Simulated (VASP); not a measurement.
Wanted: the native input for a VASP 6.6.1 run.

```yaml
Task: single point
Functional: PBE
Potentials_or_basis: VASP PAW PBE potentials, release 64 (Sn_d, P, W_sv)
Cutoff: 520 eV
k_mesh: 6 × 6 × 6
Occupations: gaussian, width 0.1 eV
Spin: no spin polarisation
Dipole_correction: no
Further_INCAR_settings: ALGO = Normal; EDIFF = 1e-07; NBANDS = 46
```

The structure of Sn2PW3 lies in POSCAR:

```
Sn2PW3
1.0
    2.5808103209      1.4900315335      6.4735776016
   -2.5808103209      1.4900315335      6.4735776016
    0.0000000000     -2.9800630670      6.4735776016
Sn P W
2 1 3
Direct
    0.7038540400      0.7038540400      0.7038540400
    0.2961459600      0.2961459600      0.2961459600
    0.5000000000      0.5000000000      0.5000000000
    0.0000000000      0.0000000000      0.5000000000
    0.5000000000      0.0000000000      0.0000000000
    0.0000000000      0.5000000000      0.0000000000
```

The cell was generated, and may not be a known phase.

The input as run:

INCAR

```
SYSTEM = Sn2PW3
PREC = Accurate
ENCUT = 520
EDIFF = 1E-7
ISMEAR = 0
SIGMA = 0.1
LREAL = .False.
LASPH = .True.
NELM = 60
ALGO = Normal
ISIF = 2
LWAVE = .False.
LCHARG = .True.
GGA = PE
LELF = .True.
LVHAR = .True.
NBANDS = 46
```

KPOINTS

```
regular mesh
0
Gamma
  6 6 6
  0 0 0
```

Potentials or basis: VASP PAW PBE potentials, release 64 (Sn_d, P, W_sv).

The run is started by

```bash
$ cat potpaw_PBE.64/Sn_d/POTCAR potpaw_PBE.64/P/POTCAR potpaw_PBE.64/W_sv/POTCAR > POTCAR
$ mpirun -np 1 vasp_std > vasp.out
```

It gave:

```
Pressure               : 0.3 GPa
Largest force          : 0.034 eV/Å
Band gap on the k mesh : zero (an odd number of electrons rules out a gap without spin polarisation)
```

Caveat: spin-orbit coupling is left out, which moves the levels of the heavy elements.

It took 10 min on 1 thread of Intel(R) Xeon(R) 6975P-C (Granite Rapids) (shared host), peak memory 0.51 GiB.
